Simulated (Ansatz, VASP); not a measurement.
# InSb in VASP and in Ansatz

The input INCAR:

```
ALGO = Normal
EDIFF = 1E-6
ENCUT = 520
GGA = PE
ISIF = 2
ISMEAR = -1
LASPH = T
LCHARG = F
LREAL = F
LWAVE = F
NBANDS = 16
NELM = 100
PREC = Accurate
SIGMA = 0.1
```

Contents of KPOINTS:

```
k-points
0
Gamma
  11 11 11
```

The input POSCAR:

```
InSb
1.0
    0.0000000000      2.8596503015      2.8596503015
    2.8596503015      0.0000000000      2.8596503015
    2.8596503015      2.8596503015      0.0000000000
In Sb
1 1
Direct
    0.0000000000      0.0000000000      0.0000000000
    0.2500000000      0.2500000000      0.2500000000
```

Input for Ansatz:

```yaml
crystal:
  lattice:
    - [0.0, 2.8596503015, 2.8596503015]
    - [2.8596503015, 0.0, 2.8596503015]
    - [2.8596503015, 2.8596503015, 0.0]
  atoms:
    - { symbol: In, position: [0.0, 0.0, 0.0] }
    - { symbol: Sb, position: [0.25, 0.25, 0.25] }
kpoints:
  mp_grid: { grid: [11, 11, 11] }
  band_path:
    path:
      - [0.0, 0.0, 0.0]
      - [-0.5, -0.5, 0.0]
      - [-0.375, -0.375, 0.25]
      - [-0.375, 0.0, 0.375]
      - [0.0, 0.0, 0.0]
      - [0.0, 0.0, 0.5]
      - [-0.5, -0.25, 0.25]
      - [-0.5, -0.5, 0.0]
    npoints: 8
scf:
  occupations: { method: fermi_dirac, width: 0.1 }
hamiltonian:
  xc: pbe
  pseudopotentials: { kind: paw }
output:
  forces: true
  stress: true
  eigenvalues: true
  populations: true
  dos: { projected: true, de: 0.2, e_range: [-14, 8] }
```

Change from the starting cell: volume scaled by 0.64, PAW files.

Alike in both runs: task single point; functional PBE; k mesh 11 × 11 × 11; occupations fermi-dirac, width 0.1 eV; no spin polarisation.

```csv
,VASP,Ansatz
version,VASP 6.6.1,Ansatz 0.2.0
potentials or method,"VASP PAW PBE potentials, release 64 (In_d, Sb)","PAW with Ansatz's default frozen-core files, scalar-relativistic"
plane-wave cutoff (eV),520,420
valence electrons in the cell,18,28
```

```csv
,VASP,Ansatz,Ansatz less VASP
pressure (GPa),47.3,47.4,+0.17
```

Both programs put the cell under a high pressure, so it lies far from rest at this level. VASP's potentials hold 18 valence electrons a cell and Ansatz's 28, so a difference there can come from the potentials and not from the codes.

Spin-orbit coupling is off throughout.
